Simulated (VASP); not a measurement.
Write the native input for VASP 6.6.1 that does the following.

```yaml
Task: single point
Functional: PBE
Potentials_or_basis: VASP PAW PBE potentials, release 64 (Ca_sv, B, Pb_d)
Cutoff: 520 eV
k_mesh: 10 × 10 × 12
Occupations: gaussian, width 0.1 eV
Spin: no spin polarisation
Dipole_correction: no
Further_INCAR_settings: ALGO = Normal; EDIFF = 1e-07; NBANDS = 26
```

The structure of Ca2BPb lies in POSCAR:

```
Ca2BPb
1.0
    5.0861016248      0.0000000000      0.0000000000
    0.0000000000      5.0861016248      0.0000000000
    0.0000000000      0.0000000000      3.8187553971
Ca B Pb
2 1 1
Direct
    0.5000000000      0.0000000000      0.5000000000
    0.0000000000      0.5000000000      0.5000000000
    0.0000000000      0.0000000000      0.0000000000
    0.5000000000      0.5000000000      0.0000000000
```

One way to write it, as run:

INCAR

```
SYSTEM = Ca2BPb
ALGO     = Normal         ! electronic algorithm
EDIFF    = 1E-7           ! SCF threshold, eV
ENCUT    = 520            ! plane-wave cutoff, eV
GGA      = PE             ! functional
ISIF     = 2              ! what is computed and relaxed
ISMEAR   = 0              ! smearing method
LASPH    = .True.         ! aspherical terms in the spheres
LCHARG   = .False.        ! write CHGCAR
LREAL    = .False.        ! projectors in reciprocal space
LWAVE    = .False.        ! write WAVECAR
NBANDS   = 26             ! bands
NELM     = 100            ! most SCF steps
PREC     = Accurate       ! precision mode
SIGMA    = 0.1            ! smearing width, eV
```

KPOINTS

```
k-points
0
Gamma
  10 10 12
  0 0 0
```

Potentials or basis: VASP PAW PBE potentials, release 64 (Ca_sv, B, Pb_d).

The run is started by

```sh
$ cat potpaw_PBE.64/Ca_sv/POTCAR potpaw_PBE.64/B/POTCAR potpaw_PBE.64/Pb_d/POTCAR > POTCAR
$ mpirun -np 1 vasp_std > vasp.out
```

It gave:

The pressure is 0.1 GPa.

It took 5.3 min on 1 thread of Intel(R) Xeon(R) Platinum 8124M CPU @ 3.00GHz (Skylake/Cascade Lake), with other jobs on the host, peak memory 0.49 GiB.
